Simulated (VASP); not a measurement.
# Ni2Ge (P6_3/mmc) in VASP: further runs, part 2 of 2

VASP 6.6.1.

## 3. Single point, PBEsol

This run uses another cell than the first one, of the same volume but with other edges.

Contents of INCAR:

```
SYSTEM = Ni2Ge
ALGO = Fast
EDIFF = 1E-6
ENCUT = 520
GGA = PS
ISIF = 2
ISMEAR = 0
LASPH = .TRUE.
LCHARG = .FALSE.
LREAL = .FALSE.
LWAVE = .FALSE.
NBANDS = 43
NELM = 60
PREC = Accurate
SIGMA = 0.15
```

Contents of KPOINTS:

```
k-points
0
G
  18 18 10
  0 0 0
```

Contents of POSCAR:

```
Ni2Ge
1.0
    3.9078877212      0.0000000000      0.0000000000
   -1.9539438606      3.3843300418      0.0000000000
    0.0000000000      0.0000000000      5.1798320313
Ni Ge
4 2
Direct
    0.6666666667      0.3333333333      0.2500000000
    0.3333333333      0.6666666667      0.7500000000
    0.0000000000      0.0000000000      0.0000000000
    0.0000000000      0.0000000000      0.5000000000
    0.6666666667      0.3333333333      0.7500000000
    0.3333333333      0.6666666667      0.2500000000
```

Potentials or basis: VASP PAW PBE potentials, release 64 (Ni, Ge_d).

Command:

```bash
$ cat potpaw_PBE.64/Ni/POTCAR potpaw_PBE.64/Ge_d/POTCAR > POTCAR
$ mpirun -np 1 vasp_std > vasp.out
```

OUTCAR:

```text
SYSTEM = Ni2Ge
   EDIFF = 1E-6
   ENCUT = 520
   GGA = PS
   ISIF = 2
   ISMEAR = 0
   LASPH = .TRUE.
   LREAL = .FALSE.
   NELM = 60
   PREC = Accurate

 ion  position               nearest neighbor table
   1  0.667  0.333  0.250-   6 2.26   6 2.26   6 2.26   5 2.59   5 2.59   3 2.60   4 2.60   3 2.60
                             4 2.60   3 2.60   4 2.60
   2  0.333  0.667  0.750-   5 2.26   5 2.26   5 2.26   6 2.59   6 2.59   3 2.60   4 2.60   4 2.60
                             3 2.60   4 2.60   3 2.60
   3  0.000  0.000  0.000-   4 2.59   4 2.59   1 2.60   5 2.60   6 2.60   2 2.60   1 2.60   5 2.60
                             2 2.60   6 2.60   1 2.60   5 2.60   2 2.60   6 2.60
   4  0.000  0.000  0.500-   3 2.59   3 2.59   1 2.60   5 2.60   6 2.60   2 2.60   1 2.60   5 2.60
                             2 2.60   6 2.60   1 2.60   5 2.60   2 2.60   6 2.60
   5  0.667  0.333  0.750-   2 2.26   2 2.26   2 2.26   1 2.59   1 2.59   3 2.60   4 2.60   3 2.60
                             4 2.60   3 2.60   4 2.60
   6  0.333  0.667  0.250-   1 2.26   1 2.26   1 2.26   2 2.59   2 2.59   3 2.60   4 2.60   4 2.60
                             3 2.60   4 2.60   3 2.60

  LATTYP: Found a hexagonal cell.
 ALAT       =     3.9078877212
 C/A-ratio  =     1.3254812832

  Lattice vectors:

 A1 = (   3.9078877212,   0.0000000000,   0.0000000000)
 A2 = (  -1.9539438606,   3.3843300418,   0.0000000000)
 A3 = (   0.0000000000,   0.0000000000,   5.1798320313)

Analysis of symmetry for initial positions (statically):
=====================================================================
 Subroutine PRICEL returns:
 Original cell was already a primitive cell.

 Routine SETGRP: Setting up the symmetry group for a
 hexagonal supercell.

 Subroutine GETGRP returns: Found 24 space group operations
 (whereof 12 operations were pure point group operations)
 out of a pool of 24 trial point group operations.

The static configuration has the point symmetry D_3d.
 The point group associated with its full space group is D_6h.

Analysis of symmetry for dynamics (positions and initial velocities):
[... 143 lines left out ...]
  Thomas-Fermi vector in A             =   2.724924
   LORBIT       =      0    0 simple, 1 ext, 2 COOP (PROOUT), +10 PAW based schemes
   GGA     = PS    functional components
   LHFCALC =     F    Hartree Fock is set to
   AEXX    =    0.0000 exact exchange contribution
   IVDW    =     0    specifies the selected vdW correction
   LEPSILON=     F    determine dielectric tensor
   LRPA    =     F    only Hartree local field effects (RPA)
 non-spin polarized calculation
 RMM-DIIS sequential band-by-band and
 Gauss-broadening in eV      SIGMA  =   0.15
  energy-cutoff  :      520.00
  volume of cell :       68.51
 maximum number of plane-waves:      1868
 NGX is ok and might be reduce to    30

 number of electron      68.0000067 magnetization

 Free energy of the ion-electron system (eV)
  ---------------------------------------------------
  ext. energy  EPLUGINS =         0.00000000
  ---------------------------------------------------
  free energy    TOTEN  =       -36.41474148 eV

  energy without entropy =      -36.37170941  energy(sigma->0) =      -36.39322544

 E-fermi :  10.2760     XC(G=0): -13.5001

 val. band max:       10.2742574372   @ k =   0.2222   0.2222   0.4000
 cond. band min:      10.2769709604   @ k =   0.2778   0.1111   0.3000
 fundamental gap:      0.0027135233
 Fermi energy:        10.2760319658

 k-point     1 :       0.0000    0.0000    0.0000
  band No.  band energies     occupation
      1     -14.4625      2.00000
      2     -14.4556      2.00000
      3     -14.4325      2.00000
      4     -14.4325      2.00000
      5     -14.4023      2.00000
      6     -14.4023      2.00000
[... 1093 lines left out ...]
     42      18.4234      0.00000
     43      19.9051      0.00000

 [... further k-points ...]

------------------------ aborting loop because EDIFF is reached ----------------------------------------

  FORCE on cell =-STRESS in cart. coord.  units (eV):
  Direction    XX          YY          ZZ          XY          YZ          ZX
  --------------------------------------------------------------------------------------
  -------------------------------------------------------------------------------------
  Total        2.2664480      2.2664480     -2.3952190      0.0000000      0.0000000      0.0000000
  in kB       53.0061024     53.0061024    -56.0177100      0.0000000      0.0000000      0.0000000
  external PRESSURE =      16.6648316 kB  Pullay stress =       0.0000000 kB

 VOLUME and BASIS-vectors are now :
 -----------------------------------------------------------------------------
  energy-cutoff  :      520.00
  volume of cell :       68.51
      direct lattice vectors                 reciprocal lattice vectors
     3.907887721  0.000000000  0.000000000     0.255892715  0.147739728  0.000000000
    -1.953943861  3.384330042  0.000000000     0.000000000  0.295479456  0.000000000
     0.000000000  0.000000000  5.179832031     0.000000000  0.000000000  0.193056453

 POSITION                                       TOTAL-FORCE (eV/Angst)
 -----------------------------------------------------------------------------------
      1.95394      1.12811      1.29496        -0.000000      0.000000      0.000000
     -0.00000      2.25622      3.88487         0.000000     -0.000000     -0.000000
      0.00000      0.00000      0.00000         0.000000      0.000000     -0.000000
      0.00000      0.00000      2.58992         0.000000      0.000000     -0.000000
      1.95394      1.12811      3.88487         0.000000     -0.000000      0.000000
     -0.00000      2.25622      1.29496         0.000000      0.000000      0.000000
 -----------------------------------------------------------------------------------
    total drift:                                0.000000      0.000000      0.000000

  FREE ENERGIE OF THE ION-ELECTRON SYSTEM (eV)
  ---------------------------------------------------
  free  energy   TOTEN  =       -36.4147414805 eV

  energy  without entropy=      -36.3717094093  energy(sigma->0) =      -36.39322544
```

Wall time 8.3 min (1 thread of Intel Xeon 6975P-C (Granite Rapids), shared host); peak memory 0.57 GiB.

Results:

```
Free energy            : -36.4147 eV
Pressure               : 1.7 GPa
Band gap on the k mesh : zero (band 34 reaches 12.93 eV, above the bottom of band 35 at 9.70 eV)
```

Stress tensor (GPa, compression positive):
```
 5.30  0.00  0.00
 0.00  5.30  0.00
 0.00  0.00 -5.60
```

Levels at points of the mesh, in eV from the Fermi level:
| k point | band 32 | band 33 | band 34 | band 35 | band 36 | band 37 |
| --- | --- | --- | --- | --- | --- | --- |
| (0.00, 0.00, 0.00) | -0.57 | 0.00 | 2.62 | 3.00 | 3.00 | 3.22 |
| (0.50, 0.00, 0.00) | -1.15 | -0.97 | -0.65 | -0.58 | 0.65 | 1.84 |
| (0.00, 0.00, 0.50) | -1.13 | 1.43 | 1.43 | 3.44 | 3.44 | 3.44 |
| (0.50, 0.00, 0.50) | -1.19 | -0.88 | -0.88 | 0.94 | 0.94 | 2.76 |

Caveat: the PAW data sets were made with another functional, which shifts forces and pressure a little.
